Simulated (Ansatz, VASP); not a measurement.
Ir in VASP and in Ansatz

Contents of POSCAR:

```
Ir
1.0
    1.8415815481      1.0632376025      1.4109762238
   -1.8415815481      1.0632376025      1.4109762238
    0.0000000000     -2.1264752051      1.4109762238
Ir
1
Direct
    0.5000000000      0.5000000000      0.5000000000
```

INCAR.step1

```
PREC = Accurate
ENCUT = 600
ISMEAR = 0
SIGMA = 0.1
LREAL = F
LASPH = T
NELM = 100
GGA = PE
ALGO = Normal
EDIFF = 1E-4
LWAVE = T
LCHARG = F
```

The input INCAR.step2:

```
PREC = Accurate
ENCUT = 600
EDIFF = 1E-6
ISMEAR = 0
SIGMA = 0.1
LREAL = F
LASPH = T
NELM = 100
ALGO = Normal
ISIF = 3
LWAVE = F
LCHARG = F
METAGGA = R2SCAN
LMIXTAU = T
IBRION = 2
NSW = 100
EDIFFG = -0.01
ISTART = 1
```

Contents of KPOINTS:

```
regular mesh
0
Gamma
  21 21 21
```

Input for Ansatz:

```yaml
crystal:
  lattice:
    - [1.8415815481, 1.0632376025, 1.4109762238]
    - [-1.8415815481, 1.0632376025, 1.4109762238]
    - [0.0, -2.1264752051, 1.4109762238]
  atoms:
    - { symbol: Ir, position: [0.5, 0.5, 0.5] }
basis:
  ecutwfc: 500
kpoints:
  mp_grid: { grid: [21, 21, 21] }
hamiltonian:
  xc: r2scan
scf:
  occupations: { method: gaussian, width: 0.1 }
output:
  forces: true
  stress: true
  eigenvalues: true
relax:
  adjacent_minimum: "off"
  f_tol: 0.01
  max_steps: 80
  cell: { stress_tol: 0.05 }
```

Alike in both runs: task relaxation of cell and atoms; functional r2SCAN; k mesh 21 × 21 × 21; occupations gaussian, width 0.1 eV; no spin polarisation.

|  | VASP | Ansatz |
| --- | --- | --- |
| version | VASP 6.6.1 | Ansatz 0.2.0 |
| potentials or method | VASP PAW PBE potentials, release 64 (Ir), cutoff 600 eV | scalar-relativistic, plane waves, PAW |
| valence electrons in the cell | 9 | 17 |

```tsv
	VASP	Ansatz	Ansatz less VASP
gap on the k mesh at the Fermi level, each at its own relaxed structure (eV)	none	none	-
relaxed volume (Å³/atom)	16.70	16.60	-0.098
relaxed length of the cell vector where the two differ most in proportion (Å)	2.556	2.551	-0.0050
```

VASP's potentials were made for PBE, not for r2SCAN. A gap of «none» marks a metal or a gap that the smearing closes. VASP's potentials hold 9 valence electrons a cell and Ansatz's 17, so a difference there can come from the potentials and not from the codes.

Neither program's run includes spin-orbit coupling.
